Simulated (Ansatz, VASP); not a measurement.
# Ag: VASP beside Ansatz

Contents of INCAR:

```
PREC     = Accurate       # precision mode
ENCUT    = 520            # plane-wave cutoff, eV
EDIFF    = 1E-6           # SCF threshold, eV
ISMEAR   = -1             # smearing method
SIGMA    = 0.1            # smearing width, eV
LREAL    = F              # projectors in reciprocal space
LASPH    = T              # aspherical terms in the spheres
NELM     = 100            # most SCF steps
ALGO     = Normal         # electronic algorithm
ISIF     = 2              # what is computed and relaxed
LWAVE    = F              # write WAVECAR
LCHARG   = T              # write CHGCAR
LELF     = T              # ELF
LVHAR    = T            
NBANDS   = 30             # bands
```

KPOINTS

```
regular mesh
0
Gamma
  14 14 4
```

Contents of POSCAR:

```
Ag
1.0
    2.8539635678      0.0000000000      0.0000000000
   -1.4269817839      2.4716049512      0.0000000000
    0.0000000000      0.0000000000      9.4401945915
Ag
4
Direct
    0.3333333333      0.6666666667      0.2500000000
    0.6666666667      0.3333333333      0.7500000000
    1.0000000000      0.0000000000      0.0000000000
    1.0000000000      0.0000000000      0.5000000000
```

Input for Ansatz:

```yaml
crystal:
  lattice:
    - [2.8539635678, 0.0, 0.0]
    - [-1.4269817839, 2.4716049512, 0.0]
    - [0.0, 0.0, 9.4401945915]
  atoms:
    - { symbol: Ag, position: [0.3333333333, 0.6666666667, 0.25] }
    - { symbol: Ag, position: [0.6666666667, 0.3333333333, 0.75] }
    - { symbol: Ag, position: [1.0, 0.0, 0.0] }
    - { symbol: Ag, position: [1.0, 0.0, 0.5] }
hamiltonian:
  xc: lda
  pseudopotentials:
    kind: paw
    azcp:
      Ag: "pseudopotentials/Ag.paw.azcp"
basis:
  ecutwfc: 420
  fft_grid_basis: typed
kpoints:
  mp_grid: { grid: [14, 14, 4], shift: [0, 0, 0] }
magnetization:
  spin_polarized: false
scf:
  occupations: { method: fermi_dirac, width: 0.1 }
  lower_state_search: "off"
output:
  stress: true
```

Alike in both runs: task single point; functional LDA; k mesh 14 × 14 × 4; occupations fermi-dirac, width 0.1 eV; no spin polarisation.

|  | VASP | Ansatz |
| --- | --- | --- |
| version | VASP 6.6.1 | Ansatz 0.2.0 |
| potentials or method | VASP PAW LDA potentials, release 64 (Ag), cutoff 520 eV | plane waves (420 eV) with PAW, scalar-relativistic |
| valence electrons in the cell | 44 | 76 |

|  | VASP | Ansatz | Ansatz less VASP |
| --- | --- | --- | --- |
| pressure (GPa) | -4.5 | -4.6 | -0.15 |
| traceless stress, the component that is largest in VASP (GPa) | -1.01 | -1.00 | +0.012 |

Ansatz warns that its potentials were made for another functional, while VASP's fit it. LDA's correlation is that of Perdew and Zunger in VASP and of Perdew and Wang (1992) in Ansatz. VASP's potentials hold 44 valence electrons a cell and Ansatz's 76, so a difference there can come from the potentials and not from the codes.
